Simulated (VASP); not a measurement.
# Ti (I4/mmm) in VASP: a series of runs, part 2 of 2

VASP 6.6.1. Earlier steps stand in the parts before.

## Step 5: Electric field gradients, PBE (zz strain of +3 %)

INCAR reads:

```
SYSTEM = Ti
PREC = Accurate
ENCUT = 400
EDIFF = 1E-8
ISMEAR = -1
SIGMA = 0.05
LREAL = .FALSE.
LASPH = .TRUE.
NELM = 120
ALGO = Normal
ISIF = 2
LWAVE = .FALSE.
LCHARG = .FALSE.
GGA = PE
LEFG = .TRUE.
NBANDS = 12
GGA_COMPAT = .FALSE.
```

KPOINTS reads:

```
Automatic mesh
0
G
  15 15 15
  0 0 0
```

POSCAR reads:

```
Ti
1.0
    0.0000000000      2.0300000000      2.0909000000
    2.0300000000      0.0000000000      2.0909000000
    2.0300000000      2.0300000000      0.0000000000
Ti
1
Direct
    0.0000000000      0.0000000000      0.0000000000
```

Potentials or basis: VASP PAW PBE potentials, release 64 (Ti_sv).

On the command line:

```bash
$ cat potpaw_PBE.64/Ti_sv/POTCAR > POTCAR
$ mpirun -np 1 vasp_std > vasp.out
```

OUTCAR:

```text
SYSTEM = Ti
   PREC = Accurate
   ENCUT = 400
   EDIFF = 1E-8
   ISMEAR = -1
   LREAL = .FALSE.
   LASPH = .TRUE.
   NELM = 120
   ISIF = 2
   GGA = PE

 ion  position               nearest neighbor table
   1  0.000  0.000  0.000-

  LATTYP: Found a body centered tetragonal cell.
 ALAT       =     2.8708535316
 C/A-ratio  =     1.4566399692

  Lattice vectors:

 A1 = (  -2.0300000000,   0.0000000000,   2.0909000000)
 A2 = (   2.0300000000,   0.0000000000,   2.0909000000)
 A3 = (   0.0000000000,   2.0300000000,  -2.0909000000)

Analysis of symmetry for initial positions (statically):
=====================================================================
 Subroutine PRICEL returns:
 Original cell was already a primitive cell.

 Routine SETGRP: Setting up the symmetry group for a
 body centered tetragonal supercell.

 Subroutine GETGRP returns: Found 16 space group operations
 (whereof 16 operations were pure point group operations)
 out of a pool of 16 trial point group operations.

The static configuration has the point symmetry D_4h.

Analysis of symmetry for dynamics (positions and initial velocities):
=====================================================================
 Subroutine PRICEL returns:
 Original cell was already a primitive cell.

 Routine SETGRP: Setting up the symmetry group for a
 body centered tetragonal supercell.

 Subroutine GETGRP returns: Found 16 space group operations
 (whereof 16 operations were pure point group operations)
 out of a pool of 16 trial point group operations.

The dynamic configuration has the point symmetry D_4h.

 Subroutine INISYM returns: Found 16 space group operations
 (whereof 16 operations are pure point group operations),
 and found     1 'primitive' translations

----------------------------------------------------------------------------------------

                                     Primitive cell

  volume of cell :      17.2328

  direct lattice vectors                    reciprocal lattice vectors
     0.000000000  2.030000000  2.090900000    -0.246305419  0.246305419  0.239131474
     2.030000000  0.000000000  2.090900000     0.246305419 -0.246305419  0.239131474
     2.030000000  2.030000000  0.000000000     0.246305419  0.246305419 -0.239131474

  length of vectors
     2.914234515  2.914234515  2.870853532     0.422512225  0.422512225  0.422512225

  position of ions in fractional coordinates (direct lattice)
     0.000000000  0.000000000  0.000000000

  ion indices of the primitive-cell ions
   primitive index   ion index
                 1           1

----------------------------------------------------------------------------------------

 KPOINTS: Automatic mesh

Automatic generation of k-mesh.
 Grid dimensions read from file:
 generate k-points for:   15   15   15

 Generating k-lattice:

  Cartesian coordinates                     Fractional coordinates (reciprocal lattice)
    -0.016420361  0.016420361  0.015942098     0.066666667 -0.000000000  0.000000000
     0.016420361 -0.016420361  0.015942098    -0.000000000  0.066666667  0.000000000
     0.016420361  0.016420361 -0.015942098     0.000000000  0.000000000  0.066666667
[... 73 lines left out ...]
   EFERMI_NEDOS =   21; number of points for ismear=-14 and -15
   IALGO  =     38    algorithm
   IMIX   =      4    mixing-type and parameters
     AMIX     =   0.40;   BMIX     =  1.00
     AMIX_MAG =   1.60;   BMIX_MAG =  1.00
  volume/ion in A,a.u.               =      17.23       116.29
  Fermi-wavevector in a.u.,A,eV,Ry     =   1.451054  2.742094 28.647838  2.105557
  Thomas-Fermi vector in A             =   2.568595
   LORBIT       =      0    0 simple, 1 ext, 2 COOP (PROOUT), +10 PAW based schemes
   GGA     = PE    functional components
   LHFCALC =     F    Hartree Fock is set to
   AEXX    =    0.0000 exact exchange contribution
   IVDW    =     0    specifies the selected vdW correction
   LEPSILON=     F    determine dielectric tensor
   LRPA    =     F    only Hartree local field effects (RPA)
 non-spin polarized calculation
  energy-cutoff  :      400.00
  volume of cell :       17.23
 maximum number of plane-waves:       331
   NGX =  9   NGY =  9   NGZ =  9

 number of electron      11.9999996 magnetization

 Free energy of the ion-electron system (eV)
  ---------------------------------------------------
  ext. energy  EPLUGINS =         0.00000000
  ---------------------------------------------------
  free energy    TOTEN  =        -7.77611867 eV

  energy without entropy =       -7.76212242  energy(sigma->0) =       -7.76912054

 E-fermi :   8.3019     XC(G=0): -11.5364

 val. band max:        8.2977175349   @ k =  -0.4667   0.3333   0.1333
 cond. band min:       8.3019204564   @ k =  -0.3333   0.3333   0.0000
 fundamental gap:      0.0042029214
 Fermi energy:         8.3018847923

 k-point     1 :       0.0000    0.0000    0.0000
  band No.  band energies     occupation
      1     -48.3844      2.00000
      2     -24.2468      2.00000
      3     -24.2407      2.00000
      4     -24.2407      2.00000
      5       2.2182      2.00000
      6       9.0302      0.00000
      7       9.2681      0.00000
      8       9.2681      0.00000
      9      10.6898      0.00000
     10      10.9664      0.00000
     11      23.6106      0.00000
     12      27.6491      0.00000
[... 331 lines left out ...]
 k-point    24 :       0.2000    0.1333    0.0000
  band No.  band energies     occupation
      1     -48.3411      2.00000
      2     -24.4360      2.00000
      3     -24.2956      2.00000
      4     -24.2945      2.00000
      5       3.4053      2.00000
      6       8.3167      0.85252
      7       9.6219      0.00000
      8       9.7822      0.00000
      9      10.1058      0.00000
     10      11.1813      0.00000
     11      24.1020      0.00000
     12      24.7769      0.00000

 [... further k-points ...]

------------------------ aborting loop because EDIFF is reached ----------------------------------------

  FORCE on cell =-STRESS in cart. coord.  units (eV):
  Direction    XX          YY          ZZ          XY          YZ          ZX
  --------------------------------------------------------------------------------------
  -------------------------------------------------------------------------------------
  Total        0.0331374      0.0331374     -0.0751365      0.0000000     -0.0000000      0.0000000
  in kB        3.0808752      3.0808752     -6.9856422      0.0000000     -0.0000000      0.0000000
  external PRESSURE =      -0.2746306 kB  Pullay stress =       0.0000000 kB

 VOLUME and BASIS-vectors are now :
 -----------------------------------------------------------------------------
  energy-cutoff  :      400.00
  volume of cell :       17.23
      direct lattice vectors                 reciprocal lattice vectors
     0.000000000  2.030000000  2.090900000    -0.246305419  0.246305419  0.239131474
     2.030000000  0.000000000  2.090900000     0.246305419 -0.246305419  0.239131474
     2.030000000  2.030000000  0.000000000     0.246305419  0.246305419 -0.239131474

 POSITION                                       TOTAL-FORCE (eV/Angst)
 -----------------------------------------------------------------------------------
      0.00000      0.00000      0.00000        -0.000000      0.000000      0.000000
 -----------------------------------------------------------------------------------
    total drift:                                0.000000     -0.000000     -0.000000

  FREE ENERGIE OF THE ION-ELECTRON SYSTEM (eV)
  ---------------------------------------------------
  free  energy   TOTEN  =        -7.7761186669 eV

  energy  without entropy=       -7.7621224170  energy(sigma->0) =       -7.76912054

 Electric field gradients (V/A^2)
---------------------------------------------------------------------
 ion       V_xx      V_yy      V_zz      V_xy      V_xz      V_yz
---------------------------------------------------------------------
   1       1.631     1.631    -3.263     0.001    -0.000    -0.000
---------------------------------------------------------------------

 Electric field gradients after diagonalization (V/A^2)
 (convention: |V_zz| > |V_xx| > |V_yy|)
----------------------------------------------------------------------
 ion       V_xx      V_yy      V_zz     asymmetry (V_yy - V_xx)/ V_zz
----------------------------------------------------------------------
   1       1.633     1.630    -3.263       0.001
----------------------------------------------------------------------

           NMR quadrupolar parameters

 Cq : quadrupolar parameter    Cq=e*Q*V_zz/h
 eta: asymmetry parameters     (V_yy - V_xx)/ V_zz
 Q  : nuclear electric quadrupole moment in mb (millibarn)
----------------------------------------------------------------------
 ion       Cq(MHz)       eta       Q (mb)
----------------------------------------------------------------------
   1      -0.008       0.001       1.000
----------------------------------------------------------------------
```

OSZICAR:

```text
N       E                     dE             d eps       ncg     rms          rms(c)
DAV:   1     0.765145125846E+02    0.76515E+02   -0.56579E+03  6968   0.103E+03
DAV:   2    -0.529515329975E+01   -0.81810E+02   -0.79608E+02  7064   0.269E+02
DAV:   3    -0.871483109634E+01   -0.34197E+01   -0.33810E+01  9036   0.589E+01
DAV:   4    -0.878872180415E+01   -0.73891E-01   -0.73826E-01  7848   0.781E+00
DAV:   5    -0.879050195579E+01   -0.17802E-02   -0.17800E-02  8284   0.108E+00    0.838E+00
DAV:   6    -0.778563872063E+01    0.10049E+01   -0.20442E+00  7532   0.213E+01    0.220E+00
DAV:   7    -0.776855597167E+01    0.17083E-01   -0.96886E-02  8492   0.365E+00    0.127E+00
DAV:   8    -0.777593275948E+01   -0.73768E-02   -0.33593E-02  7136   0.236E+00    0.155E-01
DAV:   9    -0.777611384258E+01   -0.18108E-03   -0.31902E-03  8684   0.642E-01    0.723E-02
DAV:  10    -0.777613637489E+01   -0.22532E-04   -0.17817E-04  7388   0.158E-01    0.167E-02
DAV:  11    -0.777611941321E+01    0.16962E-04   -0.13160E-05  8340   0.486E-02    0.975E-03
DAV:  12    -0.777611849219E+01    0.92102E-06   -0.19544E-06  7608   0.182E-02    0.120E-03
DAV:  13    -0.777611872990E+01   -0.23770E-06   -0.20852E-07  9464   0.324E-03    0.115E-03
DAV:  14    -0.777611867154E+01    0.58358E-07   -0.18016E-08  7224   0.159E-03    0.278E-04
DAV:  15    -0.777611866687E+01    0.46714E-08   -0.25145E-09  4084   0.647E-04
   1 F= -.77761187E+01 E0= -.77691205E+01  d E =-.139962E-01
```

stdout:

```text
POSCAR found type information on POSCAR Ti
 POSCAR found :  1 types and       1 ions
 scaLAPACK will be used
 LDA part: xc-table for (Slater+PW92), standard interpolation
 POSCAR, INCAR and KPOINTS ok, starting setup
 FFT: planning ... GRIDC
 FFT: planning ... GRID_SOFT
 FFT: planning ... GRID
 WAVECAR not read
 entering main loop
ion   1
```

It took 76 s on 1 thread of Intel Xeon 8259CL, shared host; peak memory 0.15 GiB.

Results:

```
Free energy                             : -7.7761 eV
Pressure                                : 0.0 GPa
Band gap on the k mesh                  : zero (bands 6 and 7 overlap by 1.17 eV)
Largest electric field gradient by atom : Ti -3.3 V/Å²
```

Stress tensor (GPa, compression positive):
```
 0.31  0.00  0.00
 0.00  0.31  0.00
 0.00  0.00 -0.70
```

Electric field gradients, principal values (V/Å²):
```
atom  least  middle  greatest (by size)
1 Ti  1.630   1.633              -3.263
```

Caveat: the cell differs from its parent crystal (zz strain of +3 %); without QUAD_EFG the Cq values of the log hold for a quadrupole moment of 1 mb, not for the nuclei.

## Step 6: Electric field gradients, PBE (equal xx and yy strain of +1 %)

INCAR reads:

```
PREC = Accurate
ENCUT = 520
EDIFF = 1E-8
ISMEAR = -1
SIGMA = 0.05
LREAL = False
LASPH = True
NELM = 80
ALGO = Normal
ISIF = 2
LWAVE = False
LCHARG = False
GGA = PE
LEFG = True
NBANDS = 12
```

KPOINTS reads:

```
Automatic mesh
0
Gamma
  15 15 15
```

POSCAR reads:

```
Ti
1.0
    0.0000000000      2.0503000000      2.0300000000
    2.0503000000      0.0000000000      2.0300000000
    2.0503000000      2.0503000000      0.0000000000
Ti
1
Direct
    0.0000000000      0.0000000000      0.0000000000
```

Potentials or basis: VASP PAW PBE potentials, release 64 (Ti_sv).

On the command line:

```bash
$ cat potpaw_PBE.64/Ti_sv/POTCAR > POTCAR
$ mpirun -np 1 vasp_std > vasp.out
```

OUTCAR:

```text
PREC = Accurate
   ENCUT = 520
   EDIFF = 1E-8
   ISMEAR = -1
   LREAL = False
   LASPH = True
   NELM = 80
   ISIF = 2
   GGA = PE

 ion  position               nearest neighbor table
   1  0.000  0.000  0.000-

  LATTYP: Found a body centered tetragonal cell.
 ALAT       =     2.8995620669
 C/A-ratio  =     1.4002114479

  Lattice vectors:

 A1 = (   0.0000000000,  -2.0503000000,  -2.0300000000)
 A2 = (   0.0000000000,   2.0503000000,  -2.0300000000)
 A3 = (   2.0503000000,   0.0000000000,   2.0300000000)

Analysis of symmetry for initial positions (statically):
=====================================================================
 Subroutine PRICEL returns:
 Original cell was already a primitive cell.

 Routine SETGRP: Setting up the symmetry group for a
 body centered tetragonal supercell.

 Subroutine GETGRP returns: Found 16 space group operations
 (whereof 16 operations were pure point group operations)
 out of a pool of 16 trial point group operations.

The static configuration has the point symmetry D_4h.

Analysis of symmetry for dynamics (positions and initial velocities):
=====================================================================
 Subroutine PRICEL returns:
 Original cell was already a primitive cell.

 Routine SETGRP: Setting up the symmetry group for a
 body centered tetragonal supercell.

 Subroutine GETGRP returns: Found 16 space group operations
 (whereof 16 operations were pure point group operations)
 out of a pool of 16 trial point group operations.

The dynamic configuration has the point symmetry D_4h.

 Subroutine INISYM returns: Found 16 space group operations
[... 161 lines left out ...]
     10      11.0051      0.00000
     11      23.7518      0.00000
     12      28.2326      0.00000
[... 331 lines left out ...]
 k-point    24 :       0.2000    0.1333    0.0000
  band No.  band energies     occupation
      1     -48.2310      2.00000
      2     -24.3185      2.00000
      3     -24.1814      2.00000
      4     -24.1742      2.00000
      5       3.5189      2.00000
      6       8.5129      0.21546
      7       9.7330      0.00000
      8       9.7760      0.00000
      9      10.3336      0.00000
     10      11.1809      0.00000
     11      24.2242      0.00000
     12      24.9846      0.00000

 [... further k-points ...]

------------------------ aborting loop because EDIFF is reached ----------------------------------------

  FORCE on cell =-STRESS in cart. coord.  units (eV):
  Direction    XX          YY          ZZ          XY          YZ          ZX
  --------------------------------------------------------------------------------------
  -------------------------------------------------------------------------------------
  Total        0.1780609      0.1780609      0.2231992      0.0000000      0.0000000     -0.0000000
  in kB       16.7154558     16.7154558     20.9528122      0.0000000      0.0000000     -0.0000000
  external PRESSURE =      18.1279080 kB  Pullay stress =       0.0000000 kB

 VOLUME and BASIS-vectors are now :
 -----------------------------------------------------------------------------
  energy-cutoff  :      520.00
  volume of cell :       17.07
      direct lattice vectors                 reciprocal lattice vectors
     0.000000000  2.050300000  2.030000000    -0.243866751  0.243866751  0.246305419
     2.050300000  0.000000000  2.030000000     0.243866751 -0.243866751  0.246305419
     2.050300000  2.050300000  0.000000000     0.243866751  0.243866751 -0.246305419

 POSITION                                       TOTAL-FORCE (eV/Angst)
 -----------------------------------------------------------------------------------
      0.00000      0.00000      0.00000        -0.000000      0.000000      0.000000
 -----------------------------------------------------------------------------------
    total drift:                               -0.000000      0.000000     -0.000000

  FREE ENERGIE OF THE ION-ELECTRON SYSTEM (eV)
  ---------------------------------------------------
  free  energy   TOTEN  =        -7.7834807564 eV

  energy  without entropy=       -7.7696372044  energy(sigma->0) =       -7.77655898

 Electric field gradients (V/A^2)
---------------------------------------------------------------------
 ion       V_xx      V_yy      V_zz      V_xy      V_xz      V_yz
---------------------------------------------------------------------
   1      -0.331    -0.331     0.663    -0.000    -0.000    -0.000
---------------------------------------------------------------------

 Electric field gradients after diagonalization (V/A^2)
 (convention: |V_zz| > |V_xx| > |V_yy|)
----------------------------------------------------------------------
 ion       V_xx      V_yy      V_zz     asymmetry (V_yy - V_xx)/ V_zz
----------------------------------------------------------------------
   1      -0.331    -0.331     0.663       0.000
----------------------------------------------------------------------

           NMR quadrupolar parameters

 Cq : quadrupolar parameter    Cq=e*Q*V_zz/h
 eta: asymmetry parameters     (V_yy - V_xx)/ V_zz
 Q  : nuclear electric quadrupole moment in mb (millibarn)
----------------------------------------------------------------------
 ion       Cq(MHz)       eta       Q (mb)
----------------------------------------------------------------------
   1       0.002       0.000       1.000
----------------------------------------------------------------------
```

OSZICAR:

```text
N       E                     dE             d eps       ncg     rms          rms(c)
DAV:   1     0.875446100078E+02    0.87545E+02   -0.65672E+03  6948   0.121E+03
DAV:   2    -0.432955882668E+01   -0.91874E+02   -0.89432E+02  7020   0.299E+02
DAV:   3    -0.868660898309E+01   -0.43571E+01   -0.43128E+01  9576   0.657E+01
DAV:   4    -0.877187757483E+01   -0.85269E-01   -0.85180E-01  7908   0.826E+00
DAV:   5    -0.877387666875E+01   -0.19991E-02   -0.19987E-02  8260   0.113E+00    0.845E+00
DAV:   6    -0.778749079308E+01    0.98639E+00   -0.20098E+00  7524   0.213E+01    0.224E+00
DAV:   7    -0.777330314378E+01    0.14188E-01   -0.10158E-01  8512   0.378E+00    0.129E+00
DAV:   8    -0.778312893680E+01   -0.98258E-02   -0.38407E-02  7148   0.244E+00    0.156E-01
DAV:   9    -0.778345816940E+01   -0.32923E-03   -0.40435E-03  8688   0.712E-01    0.877E-02
DAV:  10    -0.778350597347E+01   -0.47804E-04   -0.23868E-04  7372   0.182E-01    0.241E-02
DAV:  11    -0.778348108393E+01    0.24890E-04   -0.21945E-05  8404   0.583E-02    0.103E-02
DAV:  12    -0.778348045289E+01    0.63103E-06   -0.18006E-06  7548   0.178E-02    0.163E-03
DAV:  13    -0.778348085970E+01   -0.40681E-06   -0.36442E-07  8304   0.505E-03    0.160E-03
DAV:  14    -0.778348077865E+01    0.81051E-07   -0.34272E-08  7276   0.225E-03    0.710E-04
DAV:  15    -0.778348075533E+01    0.23321E-07   -0.13118E-08  6608   0.145E-03    0.330E-05
DAV:  16    -0.778348075644E+01   -0.11044E-08   -0.47847E-10  3804   0.244E-04
   1 F= -.77834808E+01 E0= -.77765590E+01  d E =-.138436E-01
```

stdout:

```text
POSCAR found type information on POSCAR Ti
 POSCAR found :  1 types and       1 ions
 scaLAPACK will be used
 LDA part: xc-table for (Slater+PW92), standard interpolation
 POSCAR, INCAR and KPOINTS ok, starting setup
 FFT: planning ... GRIDC
 FFT: planning ... GRID_SOFT
 FFT: planning ... GRID
 WAVECAR not read
 entering main loop
ion   1
```

Wall time 75 s (1 thread of Intel Xeon 8259CL, shared host); peak memory 0.18 GiB.

Results:

- Free energy: -7.7835 eV
- Pressure: 1.8 GPa
- Band gap on the k mesh: zero (bands 6 and 7 overlap by 1.15 eV)
- Largest electric field gradient by atom: Ti +0.7 V/Å²

Electric field gradients, principal values (V/Å²):
| atom | least | middle | greatest (by size) |
| --- | --- | --- | --- |
| 1 Ti | -0.331 | -0.331 | 0.663 |

Caveat: the cell differs from its parent crystal (equal xx and yy strain of +1 %); without QUAD_EFG the Cq values of the log hold for a quadrupole moment of 1 mb, not for the nuclei.

## Step 7: Overview

```csv
cell,cutoff (eV),gap on the mesh (eV),pressure (GPa)
"a = 2.885, b = 2.885, c = 2.871 Å, angles 60.2, 60.2, 59.7°, 1 atom",400,none,2.2
"a = 2.900, b = 2.900, c = 2.871 Å, angles 60.3, 60.3, 59.3°, 1 atom",400,none,1.1
"a = 2.914, b = 2.914, c = 2.871 Å, angles 60.5, 60.5, 59.0°, 1 atom",400,none,0.0
"a = 2.885, b = 2.885, c = 2.900 Å, angles 59.8, 59.8, 60.3°, 1 atom",520,none,1.8
```

Alike in all rows: task electric field gradients; level PBE; potentials or basis VASP PAW PBE potentials, release 64 (Ti_sv); no spin polarisation; k mesh 15 × 15 × 15; smearing fermi-dirac 0.05 eV.

Absolute energies hang on the potentials; compare differences alone.
